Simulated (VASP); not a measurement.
Write the native input for VASP 6.6.1 that does the following.

```
Task                   : single point
Functional             : PBE
Potentials or basis    : VASP PAW PBE potentials, release 64 (In_d, Sb)
Cutoff                 : 520 eV
k mesh                 : 11 × 11 × 11
Occupations            : fermi-dirac, width 0.05 eV
Spin                   : no spin polarisation
Dipole correction      : no
Further INCAR settings : ALGO = Normal; EDIFF = 1e-07; NBANDS = 16
```

The structure of InSb (rocksalt type) lies in POSCAR:

```
InSb
1.0
    0.0000000000      2.5194239464      2.5194239464
    2.5194239464      0.0000000000      2.5194239464
    2.5194239464      2.5194239464      0.0000000000
In Sb
1 1
Direct
    0.0000000000      0.0000000000      0.0000000000
    0.5000000000      0.5000000000      0.5000000000
```

These files were run (other wordings do the same):

INCAR

```
PREC = Accurate
ENCUT = 520
EDIFF = 1E-7
ISMEAR = -1
SIGMA = 0.05
LREAL = False
LASPH = True
NELM = 80
ALGO = Normal
ISIF = 2
LWAVE = False
LCHARG = False
GGA = PE
NBANDS = 16
```

KPOINTS

```
Automatic mesh
0
Gamma
  11 11 11
```

Potentials or basis: VASP PAW PBE potentials, release 64 (In_d, Sb).

Launch:

```bash
$ cat potpaw_PBE.64/In_d/POTCAR potpaw_PBE.64/Sb/POTCAR > POTCAR
$ mpirun -np 1 vasp_std > vasp.out
```

It gave:

```
Pressure               : 121.9 GPa
Band gap on the k mesh : zero (bands 9 and 10 overlap by 3.67 eV)
```

Caveat: the cell stands under pressure; spin-orbit coupling is left out, which moves the levels of the heavy elements.

Wall time 49 s on 1 thread of Intel Xeon 8259CL (shared host), peak memory 0.18 GiB.
